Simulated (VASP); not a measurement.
# BN in VASP: single point with PBE

Aim: the single point of BN with PBE.

Program: VASP 6.6.1. These are calculated values, not measurements. Logs are shortened: lines on timing, memory, paths and dates and some standing lists are left out, and cuts for length are marked.

## 1. The cell of the first run

The cell holds a wire or tube with vacuum around it, 14 atoms: a = 12.800 Å, b = 12.200 Å, c = 4.225 Å, α = 90.00°, β = 90.00°, γ = 90.00°.

## 2. Single point, PBE, collinear spin, ferromagnetic start

Input file INCAR:

```
PREC = Accurate
ENCUT = 520
EDIFF = 1E-6
ISMEAR = 0
SIGMA = 0.05
LREAL = F
LASPH = T
NELM = 150
ALGO = Normal
ISIF = 2
LWAVE = F
LCHARG = T
ISPIN = 2
MAGMOM = 0.3 0.3 0.3 0.3 0.3 0.3 0.3 0.3 0.3 0.3 0.3 0.3 0.3 0.3
LORBIT = 11
GGA = PE
LELF = T
LVHAR = T
NBANDS = 45
```

Input file KPOINTS:

```
Automatic mesh
0
Gamma
  1 1 8
```

Input file POSCAR:

```
BN
1.0
   12.8000000000      0.0000000000      0.0000000000
    0.0000000000     12.2000000000      0.0000000000
    0.0000000000      0.0000000000      4.2245145343
B N
7 7
Direct
    0.4501058575      0.3791075815      0.9998058547
    0.3503175725      0.5604462093      0.9998058547
    0.5498941425      0.5604462093      0.9998058547
    0.3503175725      0.4395537907      0.4998058547
    0.5498941425      0.4395537907      0.4998058547
    0.4501058575      0.6208924185      0.4998058547
    0.6496824275      0.6208924185      0.4998058547
    0.4501058575      0.3791075815      0.6251941453
    0.3503175725      0.5604462093      0.6251941453
    0.5498941425      0.5604462093      0.6251941453
    0.3503175725      0.4395537907      0.1251941453
    0.5498941425      0.4395537907      0.1251941453
    0.4501058575      0.6208924185      0.1251941453
    0.6496824275      0.6208924185      0.1251941453
```

Potentials or basis: VASP PAW PBE potentials, release 64 (B, N).

Launch:

```bash
$ cat potpaw_PBE.64/B/POTCAR potpaw_PBE.64/N/POTCAR > POTCAR
$ mpirun -np 1 vasp_std > vasp.out
```

OUTCAR:

```text
PREC = Accurate
   ENCUT = 520
   EDIFF = 1E-6
   ISMEAR = 0
   LREAL = F
   LASPH = T
   NELM = 150
   ISIF = 2
   ISPIN = 2
   LORBIT = 11
   GGA = PE

 ion  position               nearest neighbor table
   1  0.450  0.379  1.000-  11 1.57  12 1.57   8 1.58
   2  0.350  0.560  1.000-  13 1.57  11 1.57   9 1.58
   3  0.550  0.560  1.000-  14 1.57  13 1.57  12 1.57  10 1.58
   4  0.350  0.440  0.500-   8 1.57   9 1.57  11 1.58
   5  0.550  0.440  0.500-   8 1.57  10 1.57  12 1.58
   6  0.450  0.621  0.500-   9 1.57  10 1.57  13 1.58
   7  0.650  0.621  0.500-  10 1.57  14 1.58
   8  0.450  0.379  0.625-   4 1.57   5 1.57   1 1.58
   9  0.350  0.560  0.625-   6 1.57   4 1.57   2 1.58
  10  0.550  0.560  0.625-   7 1.57   6 1.57   5 1.57   3 1.58
  11  0.350  0.440  0.125-   1 1.57   2 1.57   4 1.58
  12  0.550  0.440  0.125-   1 1.57   3 1.57   5 1.58
  13  0.450  0.621  0.125-   2 1.57   3 1.57   6 1.58
  14  0.650  0.621  0.125-   3 1.57   7 1.58

  LATTYP: Found a simple orthorhombic cell.
 ALAT       =     4.2245145343
 B/A-ratio  =     2.8879057939
 C/A-ratio  =     3.0299339477

  Lattice vectors:

 A1 = (   0.0000000000,   0.0000000000,  -4.2245145343)
 A2 = (   0.0000000000,  12.2000000000,   0.0000000000)
 A3 = (  12.8000000000,   0.0000000000,   0.0000000000)

Analysis of symmetry for initial positions (statically):
=====================================================================
 Subroutine PRICEL returns:
 Original cell was already a primitive cell.

 Routine SETGRP: Setting up the symmetry group for a
 simple orthorhombic supercell.

 Subroutine GETGRP returns: Found  1 space group operations
 (whereof  1 operations were pure point group operations)
 out of a pool of  8 trial point group operations.

The static configuration has the point symmetry C_1 .

Analysis of symmetry for dynamics (positions and initial velocities):
=====================================================================
 Subroutine PRICEL returns:
 Original cell was already a primitive cell.

 Routine SETGRP: Setting up the symmetry group for a
 simple orthorhombic supercell.

 Subroutine GETGRP returns: Found  1 space group operations
[... 181 lines left out ...]
 k-point     1 :       0.0000    0.0000    0.0000
  band No.  band energies     occupation
      1     -22.5955      1.00000
      2     -20.7388      1.00000
      3     -19.6629      1.00000
      4     -18.6528      1.00000
      5     -18.0295      1.00000
      6     -17.5297      1.00000
[... 204 lines left out ...]
     39       3.5001      0.00000
     40       3.6673      0.00000
 Fermi energy:        -3.8459589097

 spin component 2

 k-point     1 :       0.0000    0.0000    0.0000
  band No.  band energies     occupation
      1     -22.5955      1.00000
      2     -20.7388      1.00000
      3     -19.6629      1.00000
      4     -18.6528      1.00000
      5     -18.0295      1.00000
      6     -17.5297      1.00000
[... 204 lines left out ...]
     39       3.4989      0.00000
     40       3.6639      0.00000
 [bands above 40 left out]

------------------------ aborting loop because EDIFF is reached ----------------------------------------

  FORCE on cell =-STRESS in cart. coord.  units (eV):
  Direction    XX          YY          ZZ          XY          YZ          ZX
  --------------------------------------------------------------------------------------
  -------------------------------------------------------------------------------------
  Total      -14.4660831    -11.4697052    -38.9183987     -2.5919460     -0.5375427     -0.9321229
  in kB      -35.1329751    -27.8558381    -94.5189604     -6.2949159     -1.3055003     -2.2637953
  external PRESSURE =     -52.5025912 kB  Pullay stress =       0.0000000 kB

 VOLUME and BASIS-vectors are now :
 -----------------------------------------------------------------------------
  energy-cutoff  :      520.00
  volume of cell :      659.70
      direct lattice vectors                 reciprocal lattice vectors
    12.800000000  0.000000000  0.000000000     0.078125000  0.000000000  0.000000000
     0.000000000 12.200000000  0.000000000     0.000000000  0.081967213  0.000000000
     0.000000000  0.000000000  4.224514534     0.000000000  0.000000000  0.236713590

 POSITION                                       TOTAL-FORCE (eV/Angst)
 -----------------------------------------------------------------------------------
      5.76135      4.62511      4.22369         0.052648      4.387644     -3.063713
      4.48406      6.83744      4.22369         3.823230     -2.149733     -3.064466
      7.03865      6.83744      4.22369         0.421094      0.241438      0.960163
      4.48406      5.36256      2.11144         4.050001      2.340015     -3.530729
      7.03865      5.36256      2.11144        -4.243454      0.274959     -4.243249
      5.76135      7.57489      2.11144        -1.883217     -3.814585     -4.241922
      8.31594      7.57489      2.11144        -2.399252     -1.384697     -6.287674
      5.76135      4.62511      2.64114         0.234496     -0.493561      3.405325
      4.48406      6.83744      2.64114        -0.307611      0.451428      3.405224
      7.03865      6.83744      2.64114         2.665269      1.539580      1.769205
      4.48406      5.36256      0.52888        -0.809692     -0.468682      3.276642
      7.03865      5.36256      0.52888        -0.408874     -2.237123      3.261360
      5.76135      7.57489      0.52888        -2.142806      0.766183      3.261379
      8.31594      7.57489      0.52888         0.948167      0.547134      5.092457
 -----------------------------------------------------------------------------------
    total drift:                                0.000262     -0.000088      0.000029

  FREE ENERGIE OF THE ION-ELECTRON SYSTEM (eV)
  ---------------------------------------------------
  free  energy   TOTEN  =      -103.5723669080 eV

  energy  without entropy=     -103.5723669080  energy(sigma->0) =     -103.57236691

 total charge

# of ion       s       p       d       tot
------------------------------------------
    1        0.663   1.114   0.000   1.777
    2        0.663   1.113   0.000   1.777
    3        0.666   1.285   0.000   1.951
    4        0.657   1.105   0.000   1.762
    5        0.653   1.121   0.000   1.774
    6        0.653   1.121   0.000   1.774
    7        0.657   0.940   0.000   1.597
    8        1.214   2.587   0.000   3.801
    9        1.214   2.587   0.000   3.801
   10        1.226   2.680   0.000   3.906
   11        1.216   2.583   0.000   3.800
   12        1.222   2.577   0.000   3.800
   13        1.222   2.577   0.000   3.800
   14        1.241   2.377   0.000   3.619
--------------------------------------------------
tot         13.169  25.770   0.000  38.939

 magnetization (x)

# of ion       s       p       d       tot
------------------------------------------
    1       -0.000  -0.000   0.000  -0.000
    2       -0.000   0.000   0.000  -0.000
    3        0.000   0.000   0.000   0.000
    4       -0.000   0.000   0.000   0.000
    5       -0.000   0.000   0.000  -0.000
    6       -0.000  -0.000   0.000  -0.000
    7        0.000   0.000   0.000   0.000
    8        0.000   0.000   0.000   0.000
    9        0.000   0.000   0.000   0.000
   10        0.000  -0.000   0.000  -0.000
   11        0.000   0.000   0.000   0.000
   12        0.000   0.000   0.000   0.000
   13        0.000   0.000   0.000   0.000
   14       -0.000  -0.000   0.000  -0.000
--------------------------------------------------
tot          0.000  -0.000   0.000  -0.000
```

OSZICAR:

```text
N       E                     dE             d eps       ncg     rms          rms(c)
DAV:   1     0.491500532558E+03    0.49150E+03   -0.19503E+04   908   0.912E+02
DAV:   2    -0.116105033170E+02   -0.50311E+03   -0.47458E+03  1398   0.216E+02
[... 18 lines left out ...]
DAV:  21    -0.103572080547E+03   -0.19943E-03   -0.22157E-05  1006   0.159E-02    0.324E-03
DAV:  22    -0.103572209247E+03   -0.12870E-03   -0.92882E-06   842   0.104E-02    0.211E-03
DAV:  23    -0.103572299598E+03   -0.90351E-04   -0.61805E-06   895   0.676E-03    0.133E-03
DAV:  24    -0.103572341268E+03   -0.41670E-04   -0.23575E-06   843   0.400E-03    0.912E-04
DAV:  25    -0.103572363862E+03   -0.22594E-04   -0.24160E-06   865   0.334E-03    0.551E-04
DAV:  26    -0.103572366157E+03   -0.22947E-05   -0.26691E-07   880   0.196E-03    0.338E-04
DAV:  27    -0.103572366908E+03   -0.75106E-06   -0.13432E-07   721   0.149E-03
   1 F= -.10357237E+03 E0= -.10357237E+03  d E =-.486231E-15  mag=    -0.0000
```

stdout:

```text
POSCAR found type information on POSCAR B N
 POSCAR found :  2 types and      14 ions
 scaLAPACK will be used
 LDA part: xc-table for (Slater+PW92), standard interpolation
 POSCAR, INCAR and KPOINTS ok, starting setup
 FFT: planning ... GRIDC
 FFT: planning ... GRID_SOFT
 FFT: planning ... GRID
 WAVECAR not read
 entering main loop
```

It took 10 min on 1 thread of Intel Xeon Platinum 8259CL at 2.50GHz (Skylake/Cascade Lake), shared host; peak memory 0.95 GiB.

Results:

| Property | Result |
| --- | --- |
| Free energy | -103.5724 eV |
| Largest force | 6.871 eV/Å |
| Band gap on the k mesh | 0.76 eV (least direct gap 0.77 eV) |
| Net moment | 0.00 μB per cell |
| Valence electrons inside the program's atomic spheres | B 1.78, 1.95, 1.76, 1.77, 1.60 (each value once); N 3.80, 3.91, 3.62 (each value once) |

Forces in eV/Å, atoms in the order of the input:
```
B    0.053  4.388 -3.064
B    3.823 -2.150 -3.064
B    0.421  0.241  0.960
B    4.050  2.340 -3.531
B   -4.243  0.275 -4.243
B   -1.883 -3.815 -4.242
B   -2.399 -1.385 -6.288
N    0.234 -0.494  3.405
N   -0.308  0.451  3.405
N    2.665  1.540  1.769
N   -0.810 -0.469  3.277
N   -0.409 -2.237  3.261
N   -2.143  0.766  3.261
N    0.948  0.547  5.092
```
